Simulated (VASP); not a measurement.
# GaN in VASP: further runs, part 2 of 2

VASP 6.6.1. Earlier steps stand in the parts before.

## (6) Single point, PBEsol, non-collinear spin, zero start, spin-orbit coupling (equal xy, yz and zx engineering shears of +0.5 %)

INCAR

```
SYSTEM = GaN
ALGO = Normal ; EDIFF = 1E-7
ENCUT = 520 ; GGA = PS
GGA_COMPAT = .False. ; ISIF = 2
ISMEAR = 0 ; LASPH = .True.
LCHARG = .False. ; LORBIT = 11
LORBMOM = .True. ; LREAL = .False.
LSORBIT = .True. ; LWAVE = .False.
MAGMOM = 0 0 0 0 0 0 ; NBANDS = 30
NELM = 150 ; PREC = Accurate
SIGMA = 0.01
```

KPOINTS

```
k-points
0
Gamma
  8 8 8
  0 0 0
```

POSCAR

```
GaN
1.0
    0.0112456683      2.2547564993      2.2547564993
    2.2547564993      0.0112456683      2.2547564993
    2.2547564993      2.2547564993      0.0112456683
Ga N
1 1
Direct
    0.0003747691      0.0003747691      0.0003747691
    0.2496252309      0.2496252309      0.2496252309
```

Potentials or basis: VASP PAW PBE potentials, release 64 (Ga_d, N).

Launch:

```bash
$ cat potpaw_PBE.64/Ga_d/POTCAR potpaw_PBE.64/N/POTCAR > POTCAR
$ mpirun -np 1 vasp_ncl > vasp.out
```

OUTCAR:

```text
SYSTEM = GaN
   EDIFF = 1E-7
   ENCUT = 520
   GGA = PS
   ISIF = 2
   ISMEAR = 0
   LASPH = .True.
   LORBIT = 11
   LREAL = .False.
   LSORBIT = .True.
   NELM = 150
   PREC = Accurate

 ion  position               nearest neighbor table
   1  0.000  0.000  0.000-   2 1.95   2 1.95   2 1.95   2 1.95
   2  0.250  0.250  0.250-   1 1.95   1 1.95   1 1.95   1 1.95

  LATTYP: Found a trigonal (rhomboedric) cell.
 ALAT       =     3.1887270512
 COS(alpha) =     0.5049812503

  Lattice vectors:

 A1 = (   0.0112456683,   2.2547564993,   2.2547564993)
 A2 = (   2.2547564993,   0.0112456683,   2.2547564993)
 A3 = (   2.2547564993,   2.2547564993,   0.0112456683)

Analysis of symmetry for initial positions (statically):
=====================================================================
 Subroutine PRICEL returns:
 Original cell was already a primitive cell.

 Routine SETGRP: Setting up the symmetry group for a
 trigonal (rhombohedral) supercell.

 Subroutine GETGRP returns: Found  6 space group operations
 (whereof  6 operations were pure point group operations)
 out of a pool of 12 trial point group operations.

The static configuration has the point symmetry C_3v.

Analysis of symmetry for dynamics (positions and initial velocities):
=====================================================================
 Subroutine PRICEL returns:
 Original cell was already a primitive cell.

 Routine SETGRP: Setting up the symmetry group for a
 trigonal (rhombohedral) supercell.

 Subroutine GETGRP returns: Found  6 space group operations
 (whereof  6 operations were pure point group operations)
 out of a pool of 12 trial point group operations.

The dynamic configuration has the point symmetry C_3v.

Analysis of structural, dynamic, and magnetic symmetry:
=====================================================================
 Subroutine PRICEL returns:
 Original cell was already a primitive cell.

 Routine SETGRP: Setting up the symmetry group for a
 trigonal (rhombohedral) supercell.

 Subroutine GETGRP returns: Found  6 space group operations
 (whereof  6 operations were pure point group operations)
 out of a pool of 12 trial point group operations.

The overall configuration has the point symmetry C_3v.

 Subroutine INISYM returns: Found  6 space group operations
 (whereof  6 operations are pure point group operations),
 and found     1 'primitive' translations

----------------------------------------------------------------------------------------

                                     Primitive cell

  volume of cell :      22.7545

  direct lattice vectors                    reciprocal lattice vectors
     0.011245668  2.254756499  2.254756499    -0.223419372  0.222310591  0.222310591
     2.254756499  0.011245668  2.254756499     0.222310591 -0.223419372  0.222310591
     2.254756499  2.254756499  0.011245668     0.222310591  0.222310591 -0.223419372

  length of vectors
     3.188727051  3.188727051  3.188727051     0.385694456  0.385694456  0.385694456
[... 147 lines left out ...]
      5      -8.3756      1.00000
      6      -8.3756      1.00000
[... 781 lines left out ...]
     29      26.7300      0.00000
     30      26.7487      0.00000

 [... further k-points ...]
[... 5 lines left out ...]
  --------------------------------------------------------------------------------------
  -------------------------------------------------------------------------------------
  Total       -0.0378655     -0.0378655     -0.0378655     -0.1087698     -0.1087698     -0.1087698
  in kB       -2.6661637     -2.6661637     -2.6661637     -7.6586350     -7.6586350     -7.6586350
  external PRESSURE =      -2.6661637 kB  Pullay stress =       0.0000000 kB

 VOLUME and BASIS-vectors are now :
 -----------------------------------------------------------------------------
  energy-cutoff  :      520.00
  volume of cell :       22.75
      direct lattice vectors                 reciprocal lattice vectors
     0.011245668  2.254756499  2.254756499    -0.223419372  0.222310591  0.222310591
     2.254756499  0.011245668  2.254756499     0.222310591 -0.223419372  0.222310591
     2.254756499  2.254756499  0.011245668     0.222310591  0.222310591 -0.223419372

 POSITION                                       TOTAL-FORCE (eV/Angst)
 -----------------------------------------------------------------------------------
      0.00169      0.00169      0.00169        -0.000752     -0.000752     -0.000752
      1.12850      1.12850      1.12850         0.000752      0.000752      0.000752
 -----------------------------------------------------------------------------------
    total drift:                                0.000055      0.000055      0.000055

  FREE ENERGIE OF THE ION-ELECTRON SYSTEM (eV)
  ---------------------------------------------------
  free  energy   TOTEN  =       -13.1267181219 eV

  energy  without entropy=      -13.1267181219  energy(sigma->0) =      -13.12671812

 orbital moment (x)

 # of ion     p       d       tot
 ----------------------------------------
  1        -0.000   0.000  -0.000
  2         0.000   0.000   0.000
 ----------------------------------------
           -0.000   0.000  -0.000

 orbital moment (y)

 # of ion     p       d       tot
 ----------------------------------------
  1        -0.000  -0.000  -0.000
  2         0.000   0.000   0.000
 ----------------------------------------
           -0.000  -0.000  -0.000

 orbital moment (z)

 # of ion     p       d       tot
 ----------------------------------------
  1        -0.000  -0.000  -0.000
  2        -0.000   0.000  -0.000
 ----------------------------------------
           -0.000  -0.000  -0.000

 Spin-Orbit-Coupling matrix elements

 Ion:    1  E_soc:     -0.0109113
 l=   1
     0.0000000    -0.0009891    -0.0009891
    -0.0009891     0.0000000    -0.0009891
    -0.0009891    -0.0009891     0.0000000
 l=   2
     0.0000000    -0.0001730     0.0000000    -0.0001730    -0.0006565
    -0.0001730     0.0000000    -0.0004924    -0.0001730    -0.0001641
     0.0000000    -0.0004924     0.0000000    -0.0004924     0.0000000
    -0.0001730    -0.0001730    -0.0004924     0.0000000    -0.0001641
    -0.0006565    -0.0001641     0.0000000    -0.0001641     0.0000000
 l=   3
     0.0000000     0.0000000     0.0000000     0.0000000     0.0000000     0.0000000     0.0000000
     0.0000000     0.0000000     0.0000000     0.0000000     0.0000000     0.0000000     0.0000000
     0.0000000     0.0000000     0.0000000     0.0000000     0.0000000     0.0000000     0.0000000
     0.0000000     0.0000000     0.0000000     0.0000000     0.0000000     0.0000000     0.0000000
     0.0000000     0.0000000     0.0000000     0.0000000     0.0000000     0.0000000     0.0000000
     0.0000000     0.0000000     0.0000000     0.0000000     0.0000000     0.0000000     0.0000000
     0.0000000     0.0000000     0.0000000     0.0000000     0.0000000     0.0000000     0.0000000

 Ion:    2  E_soc:     -0.0000954
 l=   1
     0.0000000    -0.0000159    -0.0000159
    -0.0000159     0.0000000    -0.0000159
    -0.0000159    -0.0000159     0.0000000
 l=   2
     0.0000000     0.0000000     0.0000000     0.0000000     0.0000000
     0.0000000     0.0000000     0.0000000     0.0000000     0.0000000
     0.0000000     0.0000000     0.0000000     0.0000000     0.0000000
     0.0000000     0.0000000     0.0000000     0.0000000     0.0000000
     0.0000000     0.0000000     0.0000000     0.0000000     0.0000000
 l=   3
     0.0000000     0.0000000     0.0000000     0.0000000     0.0000000     0.0000000     0.0000000
     0.0000000     0.0000000     0.0000000     0.0000000     0.0000000     0.0000000     0.0000000
     0.0000000     0.0000000     0.0000000     0.0000000     0.0000000     0.0000000     0.0000000
     0.0000000     0.0000000     0.0000000     0.0000000     0.0000000     0.0000000     0.0000000
     0.0000000     0.0000000     0.0000000     0.0000000     0.0000000     0.0000000     0.0000000
     0.0000000     0.0000000     0.0000000     0.0000000     0.0000000     0.0000000     0.0000000
     0.0000000     0.0000000     0.0000000     0.0000000     0.0000000     0.0000000     0.0000000

 total charge

# of ion       s       p       d       tot
------------------------------------------
    1        0.793   0.911  10.182  11.886
    2        1.217   2.508   0.000   3.725
--------------------------------------------------
tot          2.010   3.419  10.182  15.611

 magnetization (x)

# of ion       s       p       d       tot
------------------------------------------
    1        0.000   0.000   0.000   0.000
    2       -0.000  -0.000   0.000  -0.000
--------------------------------------------------
tot         -0.000  -0.000   0.000  -0.000

 magnetization (y)

# of ion       s       p       d       tot
------------------------------------------
    1        0.000   0.000   0.000   0.000
    2        0.000   0.000   0.000   0.000
--------------------------------------------------
tot          0.000   0.000   0.000   0.000

 magnetization (z)

# of ion       s       p       d       tot
------------------------------------------
    1        0.000  -0.000   0.000  -0.000
    2       -0.000  -0.000   0.000  -0.000
--------------------------------------------------
tot         -0.000  -0.000   0.000  -0.000
```

stdout:

```text
POSCAR found type information on POSCAR GaN
 POSCAR found :  2 types and       2 ions
 scaLAPACK will be used
 -----------------------------------------------------------------------------
|                                                                             |
|                                                                             |
|     You enforced a specific xc type in the INCAR file but a different       |
|     I HOPE YOU KNOW WHAT YOU ARE DOING!                                     |
|                                                                             |
 -----------------------------------------------------------------------------

 LDA part: xc-table for (Slater+PW92), standard interpolation
 POSCAR, INCAR and KPOINTS ok, starting setup
 FFT: planning ... GRIDC
 FFT: planning ... GRID_SOFT
 FFT: planning ... GRID
 WAVECAR not read
 entering main loop
```

Run time: 66 s. Hardware: 1 thread of Intel Xeon 6975P-C (Granite Rapids), shared host; peak memory 0.27 GiB.

Results:

* Free energy: -13.1267 eV
* Pressure: -0.3 GPa
* Net moment: 0.00 μB per cell
* Valence electrons inside the program's atomic spheres: Ga 11.89; N 3.73

Stress tensor (GPa, compression positive):
```
-0.27 -0.77 -0.77
-0.77 -0.27 -0.77
-0.77 -0.77 -0.27
```

Moments on the atoms (μB; x, y, z):
```
Ga  0.00 0.00 0.00
N   0.00 0.00 0.00
```

Caveat: the cell differs from its parent crystal (equal xy, yz and zx engineering shears of +0.5 %); the PAW data sets were made with another functional, which shifts forces and pressure a little.

## (7) The runs side by side

```csv
cell,pressure (GPa),moment (μB)
"a = 3.197 Å, angles 60.0°, 2 atoms",-3.2,0.00
"a = 3.173, b = 3.173, c = 3.181 Å, angles 59.9, 59.9, 60.2°, 2 atoms",0.7,0.00
"a = 3.189, b = 3.189, c = 3.181 Å, angles 60.1, 60.1, 59.8°, 2 atoms",-1.2,0.00
"a = 3.173 Å, angles 60.3°, 2 atoms",-0.3,0.00
"a = 3.189 Å, angles 59.7°, 2 atoms",-0.3,0.00
```

Alike in all rows: task single point; level PBEsol; potentials or basis VASP PAW PBE potentials, release 64 (Ga_d, N); spin non-collinear, zero start, SOC; k mesh 8 × 8 × 8; cutoff (eV) 520; smearing gaussian 0.01 eV.

Caveats: the PAW data sets were made with another functional, which shifts forces and pressure a little; the cell stands under tension (at least some runs).

Absolute energies hang on the potentials; compare differences alone.
